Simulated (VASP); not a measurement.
# Rb (Im-3m) in VASP: notebook

Runs on Rb. Level: LDA. Tasks: single point.

Everything below comes from runs of VASP 6.6.1. Logs are shortened: lines on timing, memory, paths and dates and some standing lists are left out, and cuts for length are marked.

## 1. The cell of the first run

The structure is cubic, space group Im-3m (No. 229). Conventional cell: a = 5.529 Å, b = 5.529 Å, c = 5.529 Å, α = 90.00°, β = 90.00°, γ = 90.00°.

## 2. Single point, LDA (volume scaled by 0.96)

The input, INCAR:

```
PREC = Accurate ; ENCUT = 520
EDIFF = 1E-6 ; ISMEAR = -1
SIGMA = 0.05 ; LREAL = F
LASPH = T ; NELM = 100
ALGO = Normal ; ISIF = 2
LWAVE = F ; LCHARG = T
LELF = T ; LVHAR = T
NBANDS = 10
```

The input, KPOINTS:

```
Automatic mesh
0
Gamma
  7 7 7
```

The input, POSCAR:

```
Rb
1.0
   -2.7646237353      2.7646237353      2.7646237353
    2.7646237353     -2.7646237353      2.7646237353
    2.7646237353      2.7646237353     -2.7646237353
Rb
1
Direct
    0.0000000000      0.0000000000      0.0000000000
```

Potentials or basis: VASP PAW LDA potentials, release 64 (Rb_sv).

Run with:

```
cat potpaw_LDA.64/Rb_sv/POTCAR > POTCAR
mpirun -np 1 vasp_std > vasp.out
```

OUTCAR:

```text
PREC = Accurate
   ENCUT = 520
   EDIFF = 1E-6
   ISMEAR = -1
   LREAL = F
   LASPH = T
   NELM = 100
   ISIF = 2

 ion  position               nearest neighbor table
   1  0.000  0.000  0.000-

  LATTYP: Found a body centered cubic cell.
 ALAT       =     5.5292474706

  Lattice vectors:

 A1 = (  -2.7646237353,   2.7646237353,   2.7646237353)
 A2 = (   2.7646237353,  -2.7646237353,   2.7646237353)
 A3 = (   2.7646237353,   2.7646237353,  -2.7646237353)

Analysis of symmetry for initial positions (statically):
=====================================================================
 Subroutine PRICEL returns:
 Original cell was already a primitive cell.

 Routine SETGRP: Setting up the symmetry group for a
 body centered cubic supercell.

 Subroutine GETGRP returns: Found 48 space group operations
 (whereof 48 operations were pure point group operations)
 out of a pool of 48 trial point group operations.

The static configuration has the point symmetry O_h .

Analysis of symmetry for dynamics (positions and initial velocities):
=====================================================================
 Subroutine PRICEL returns:
 Original cell was already a primitive cell.

 Routine SETGRP: Setting up the symmetry group for a
 body centered cubic supercell.

 Subroutine GETGRP returns: Found 48 space group operations
 (whereof 48 operations were pure point group operations)
 out of a pool of 48 trial point group operations.

The dynamic configuration has the point symmetry O_h .

 Subroutine INISYM returns: Found 48 space group operations
 (whereof 48 operations are pure point group operations),
 and found     1 'primitive' translations

----------------------------------------------------------------------------------------

                                     Primitive cell

  volume of cell :      84.5217

  direct lattice vectors                    reciprocal lattice vectors
    -2.764623735  2.764623735  2.764623735     0.000000000  0.180856438  0.180856438
     2.764623735 -2.764623735  2.764623735     0.180856438  0.000000000  0.180856438
     2.764623735  2.764623735 -2.764623735     0.180856438  0.180856438  0.000000000

  length of vectors
     4.788468773  4.788468773  4.788468773     0.255769627  0.255769627  0.255769627

  position of ions in fractional coordinates (direct lattice)
     0.000000000  0.000000000  0.000000000

  ion indices of the primitive-cell ions
   primitive index   ion index
                 1           1

----------------------------------------------------------------------------------------

 KPOINTS: Automatic mesh

Automatic generation of k-mesh.
 Grid dimensions read from file:
 generate k-points for:    7    7    7

 Generating k-lattice:

  Cartesian coordinates                     Fractional coordinates (reciprocal lattice)
     0.000000000  0.025836634  0.025836634     0.142857143  0.000000000  0.000000000
     0.025836634  0.000000000  0.025836634     0.000000000  0.142857143  0.000000000
     0.025836634  0.025836634  0.000000000     0.000000000  0.000000000  0.142857143

  Length of vectors
     0.036538518  0.036538518  0.036538518

  Shift w.r.t. Gamma in fractional coordinates (k-lattice)
     0.000000000  0.000000000  0.000000000

 Subroutine IBZKPT returns following result:
 ===========================================

 Found     20 irreducible k-points:

 Following reciprocal coordinates:
            Coordinates               Weight
  0.000000  0.000000  0.000000      1.000000
  0.142857  0.000000  0.000000     12.000000
  0.285714  0.000000  0.000000     12.000000
  0.428571  0.000000  0.000000     12.000000
  0.142857  0.142857  0.000000     24.000000
  0.285714  0.142857  0.000000     48.000000
[... 12 lines left out ...]
 -0.428571 -0.428571  0.285714      8.000000
 -0.428571  0.428571  0.428571      6.000000
   k-points           NKPTS =     20   k-points in BZ     NKDIM =     20   number of bands    NBANDS=     10
   number of dos      NEDOS =    301   number of ions     NIONS =      1
   total plane-waves  NPLWV =  46656
   dimension x,y,z NGX =    36 NGY =   36 NGZ =   36
   dimension x,y,z NGXF=    72 NGYF=   72 NGZF=   72
   ions per type =               1
   NGX,Y,Z   is equivalent  to a cutoff of  12.50, 12.50, 12.50 a.u.
   NGXF,Y,Z  is equivalent  to a cutoff of  25.00, 25.00, 25.00 a.u.
 SYSTEM =  unknown system
   PREC   = accura    normal or accurate (medium, high low for compatibility)
   ISTART =      0    job   : 0-new  1-cont  2-samecut
   ICHARG =      2    charge: 1-file 2-atom 10-const
   ISPIN  =      1    spin polarized calculation?
   LNONCOLLINEAR =      F non collinear calculations
   LSORBIT =      F    spin-orbit coupling
   LASPH  =      T    aspherical Exc in radial PAW
   ENCUT  =  520.0 eV  38.22 Ry    6.18 a.u.   8.90  8.90  8.90*2*pi/ulx,y,z
   NELM   =    100;   NELMIN=  2; NELMDL= -5     # of ELM steps
   EDIFF  = 0.1E-05   stopping-criterion for ELM
   LREAL  =      F    real-space projection
   EDIFFG = 0.1E-04   stopping-criterion for IOM
   NSW    =      0    number of steps for IOM
   IBRION =     -1    ionic relax: 0-MD 1-quasi-New 2-CG
   NFREE  =      0    steps in history (QN), initial steepest desc. (CG)
   ISIF   =      2    stress and relaxation
   ISYM   =      2    0-nonsym 1-usesym 2-fastsym
   POTIM  = 0.5000    time-step for ionic-motion
   TEBEG  =    0.0;   TEEND  =   0.0 temperature during run
   PSTRESS=    0.0 pullay stress
   NELECT =       9.0000    total number of electrons
   NUPDOWN=      -1.0000    fix difference up-down
   EMIN   =  10.00;   EMAX   =-10.00  energy-range for DOS
   EFERMI =   0.00;   METHOD = LEGACY
   ISMEAR =    -1;   SIGMA  =   0.05  broadening in eV -4-tet -1-fermi 0-gaus
   EFERMI_NEDOS =   21; number of points for ismear=-14 and -15
   IALGO  =     38    algorithm
   IMIX   =      4    mixing-type and parameters
     AMIX     =   0.40;   BMIX     =  1.00
     AMIX_MAG =   1.60;   BMIX_MAG =  1.00
  volume/ion in A,a.u.               =      84.52       570.38
  Fermi-wavevector in a.u.,A,eV,Ry     =   0.775949  1.466330  8.192017  0.602096
  Thomas-Fermi vector in A             =   1.878323
   LORBIT       =      0    0 simple, 1 ext, 2 COOP (PROOUT), +10 PAW based schemes
   GGA     = CA    functional components
   LHFCALC =     F    Hartree Fock is set to
   AEXX    =    0.0000 exact exchange contribution
   IVDW    =     0    specifies the selected vdW correction
   LEPSILON=     F    determine dielectric tensor
   LRPA    =     F    only Hartree local field effects (RPA)
 non-spin polarized calculation
  energy-cutoff  :      520.00
  volume of cell :       84.52
 maximum number of plane-waves:      2302
   NGX = 17   NGY = 17   NGZ = 17

 number of electron       9.0000000 magnetization

 Free energy of the ion-electron system (eV)
  ---------------------------------------------------
  ext. energy  EPLUGINS =         0.00000000
  ---------------------------------------------------
  free energy    TOTEN  =        -1.06014085 eV

  energy without entropy =       -1.05227768  energy(sigma->0) =       -1.05620926

 E-fermi :  -0.0514     XC(G=0):  -5.8692

 val. band max:       -0.0942101724   @ k =  -0.2857   0.4286   0.1429
 cond. band min:       0.0532200388   @ k =  -0.4286   0.4286   0.1429
 fundamental gap:      0.1474302112
 Fermi energy:        -0.0514246730

 k-point     1 :       0.0000    0.0000    0.0000
  band No.  band energies     occupation
      1     -28.8021      2.00000
      2     -12.8940      2.00000
      3     -12.8940      2.00000
      4     -12.8940      2.00000
      5      -2.1282      2.00000
      6       3.5999      0.00000
      7       3.5999      0.00000
      8       3.5999      0.00000
      9       4.6275      0.00000
     10       4.6275      0.00000

 k-point     2 :       0.1429    0.0000    0.0000
  band No.  band energies     occupation
      1     -28.8010      2.00000
      2     -12.9187      2.00000
      3     -12.9020      2.00000
      4     -12.8941      2.00000
      5      -1.8709      2.00000
      6       3.2028      0.00000
      7       3.3042      0.00000
      8       3.8432      0.00000
      9       4.3480      0.00000
     10       4.5674      0.00000

 k-point     3 :       0.2857    0.0000    0.0000
  band No.  band energies     occupation
      1     -28.7984      2.00000
      2     -12.9729      2.00000
      3     -12.9199      2.00000
      4     -12.8941      2.00000
      5      -1.1545      2.00000
      6       2.1745      0.00000
      7       2.8244      0.00000
      8       4.4626      0.00000
      9       4.5495      0.00000
     10       4.6111      0.00000

 k-point     4 :       0.4286    0.0000    0.0000
  band No.  band energies     occupation
      1     -28.7962      2.00000
      2     -13.0153      2.00000
      3     -12.9341      2.00000
      4     -12.8942      2.00000
      5      -0.1737      1.84059
      6       1.1571      0.00000
      7       2.5330      0.00000
      8       4.3281      0.00000
      9       4.9774      0.00000
     10       5.6445      0.00000
[... 170 lines left out ...]
 k-point    18 :      -0.4286    0.4286    0.2857
  band No.  band energies     occupation
      1     -28.7932      2.00000
      2     -12.9945      2.00000
      3     -12.9638      2.00000
      4     -12.9507      2.00000
      5       0.5830      0.00001
      6       1.3871      0.00000
      7       2.7014      0.00000
      8       3.0259      0.00000
      9       3.9458      0.00000
     10       5.5804      0.00000

 k-point    19 :      -0.4286   -0.4286    0.2857
  band No.  band energies     occupation
      1     -28.7924      2.00000
      2     -12.9866      2.00000
      3     -12.9866      2.00000
      4     -12.9546      2.00000
      5       1.1545      0.00000
      6       1.1545      0.00000
      7       2.1974      0.00000
      8       3.6833      0.00000
      9       3.6833      0.00000
     10       5.3223      0.00000

 k-point    20 :      -0.4286    0.4286    0.4286
  band No.  band energies     occupation
      1     -28.7916      2.00000
      2     -12.9842      2.00000
      3     -12.9800      2.00000
      4     -12.9800      2.00000
      5       1.0413      0.00000
      6       1.2732      0.00000
      7       3.1454      0.00000
      8       3.3061      0.00000
      9       3.3061      0.00000
     10       5.5624      0.00000

------------------------ aborting loop because EDIFF is reached ----------------------------------------

  FORCE on cell =-STRESS in cart. coord.  units (eV):
  Direction    XX          YY          ZZ          XY          YZ          ZX
  --------------------------------------------------------------------------------------
  -------------------------------------------------------------------------------------
  Total       -0.1430957     -0.1430957     -0.1430957      0.0000000      0.0000000     -0.0000000
  in kB       -2.7124960     -2.7124960     -2.7124960      0.0000000      0.0000000     -0.0000000
  external PRESSURE =      -2.7124960 kB  Pullay stress =       0.0000000 kB

 VOLUME and BASIS-vectors are now :
 -----------------------------------------------------------------------------
  energy-cutoff  :      520.00
  volume of cell :       84.52
      direct lattice vectors                 reciprocal lattice vectors
    -2.764623735  2.764623735  2.764623735     0.000000000  0.180856438  0.180856438
     2.764623735 -2.764623735  2.764623735     0.180856438  0.000000000  0.180856438
     2.764623735  2.764623735 -2.764623735     0.180856438  0.180856438  0.000000000

 POSITION                                       TOTAL-FORCE (eV/Angst)
 -----------------------------------------------------------------------------------
      0.00000      0.00000      0.00000         0.000000     -0.000000      0.000000
 -----------------------------------------------------------------------------------
    total drift:                               -0.000000     -0.000000      0.000000

  FREE ENERGIE OF THE ION-ELECTRON SYSTEM (eV)
  ---------------------------------------------------
  free  energy   TOTEN  =        -1.0601408468 eV

  energy  without entropy=       -1.0522776767  energy(sigma->0) =       -1.05620926
```

It took 12 s on 1 thread of AMD EPYC 7R13 (Zen 3), shared host; peak memory 0.14 GiB.

Results:

* Free energy: -1.0601 eV
* Pressure: -0.3 GPa

(Continued in part 2 of 2.)
